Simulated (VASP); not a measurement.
Wanted: the native input for a VASP 6.6.1 run.

| Quantity | Value |
| --- | --- |
| Task | single point |
| Functional | PBEsol |
| Potentials or basis | VASP PAW PBE potentials, release 64 (W_sv, S) |
| Cutoff | 520 eV |
| k mesh | 12 × 12 × 2 |
| Occupations | gaussian, width 0.05 eV |
| Spin | no spin polarisation |
| Dipole correction | no |
| Further INCAR settings | ALGO = Normal; EDIFF = 1e-06; NBANDS = 35 |

The structure of WS2 lies in POSCAR:

```
WS2
1.0
    2.9812864501      0.0000000000      0.0000000000
   -1.4906432250      2.5818698018      0.0000000000
    0.0000000000      0.0000000000     25.1987274626
W S
2 4
Direct
    0.3333333333      0.6666666667      0.6345659624
    0.6666666667      0.3333333333      0.3654340376
    0.3333333333      0.6666666667      0.2989660749
    0.6666666667      0.3333333333      0.5680485953
    0.3333333333      0.6666666667      0.4319514047
    0.6666666667      0.3333333333      0.7010339251
```

One way to write it, as run:

INCAR

```
SYSTEM = WS2
PREC = Accurate ; ENCUT = 520
EDIFF = 1E-6 ; ISMEAR = 0
SIGMA = 0.05 ; LREAL = .FALSE.
LASPH = .TRUE. ; NELM = 80
ALGO = Normal ; ISIF = 2
LWAVE = .FALSE. ; LCHARG = .FALSE.
GGA = PS ; NBANDS = 35
```

KPOINTS

```
regular mesh
0
G
  12 12 2
  0 0 0
```

Potentials or basis: VASP PAW PBE potentials, release 64 (W_sv, S).

Launch:

```console
$ cat potpaw_PBE.64/W_sv/POTCAR potpaw_PBE.64/S/POTCAR > POTCAR
$ mpirun -np 1 vasp_std > vasp.out
```

It gave:

```yaml
Largest_force: 0.868 eV/Å
Band_gap_on_the_k_mesh: 1.28 eV (least direct gap 2.07 eV)
```

Caveat: there is no dipole correction, which matters where the two faces differ; the PAW data sets were made with another functional, which shifts forces and pressure a little; spin-orbit coupling is left out, which moves the levels of the heavy elements.

Run time: 5.3 min on 1 thread of Intel(R) Xeon(R) Platinum 8488C (Sapphire Rapids) (shared host), peak memory 0.42 GiB.
